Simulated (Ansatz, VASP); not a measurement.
PtSe2 in VASP and in Ansatz

INCAR

```
SYSTEM = PtSe2
ALGO = Normal
DIPOL = 0.5 0.5 0.386
EDIFF = 1E-6
ENCUT = 520
GGA = PE
IDIPOL = 3
ISIF = 2
ISMEAR = 0
IVDW = 12
LASPH = .True.
LCHARG = .False.
LDIPOL = .True.
LREAL = .False.
LWAVE = .False.
NBANDS = 31
NELM = 100
PREC = Accurate
SIGMA = 0.05
```

The input KPOINTS:

```
k-points
0
Gamma
  9 9 1
  0 0 0
```

The input POSCAR:

```
PtSe2
1.0
    3.7070358307      0.0000000000      0.0000000000
   -1.8535179153      3.2103872021      0.0000000000
    0.0000000000      0.0000000000     22.7981611688
Se Pt
4 2
Direct
    0.6666666667      0.3333333333      0.1973843402
    0.3333333333      0.6666666667      0.3135814565
    0.3333333333      0.8333333333      0.4587686045
    0.0000000000      1.1666666667      0.5749657208
    0.0000000000      0.0000000000      0.2554828983
   -0.3333333333      0.5000000000      0.5168671626
```

Input for Ansatz:

```yaml
crystal:
  lattice:
    - [3.7070358307, 0.0, 0.0]
    - [-1.8535179153, 3.2103872021, 0.0]
    - [0.0, 0.0, 22.7981611688]
  atoms:
    - { symbol: Se, position: [0.6666666667, 0.3333333333, 0.1973843402] }
    - { symbol: Pt, position: [0.0, 0.0, 0.2554828983] }
    - { symbol: Se, position: [0.3333333333, 0.6666666667, 0.3135814565] }
    - { symbol: Se, position: [0.3333333333, 0.8333333333, 0.4587686045] }
    - { symbol: Pt, position: [-0.3333333333, 0.5, 0.5168671626] }
    - { symbol: Se, position: [0.0, 1.1666666667, 0.5749657208] }
basis:
  ecutwfc: 420
kpoints:
  mp_grid: { grid: [9, 9, 1] }
hamiltonian:
  xc: pbe
  pseudopotentials: { kind: paw, azcp: { folder: soft_1 } }
  dispersion: d3bj
scf:
  occupations: { method: gaussian, width: 0.05 }
output:
  forces: true
  eigenvalues: true
efield:
  axis: 3
  dipole_correction: true
  ramp_width: 0.04
```

Alike in both runs: task single point; functional PBE; dispersion D3(BJ); k mesh 9 × 9 × 1; occupations gaussian, width 0.05 eV; no spin polarisation.

```csv
,VASP,Ansatz
version,VASP 6.6.1,Ansatz 0.2.0
potentials or method,"VASP PAW PBE potentials, release 64 (Se, Pt), cutoff 520 eV","scalar-relativistic, plane waves, PAW"
valence electrons in the cell,44,100
```

|  | VASP | Ansatz | Ansatz less VASP |
| --- | --- | --- | --- |
| gap on the k mesh at the Fermi level (eV) | 0.69 | 0.70 | +0.009 |
| least direct gap on the mesh (eV) | 0.91 | 0.92 | +0.009 |
| rms of the force components (eV/Å) | 0.043 | 0.044 | +0.0003 |

VASP's potentials hold 44 valence electrons a cell and Ansatz's 100, so a difference there can come from the potentials and not from the codes.

Neither program's run includes spin-orbit coupling.
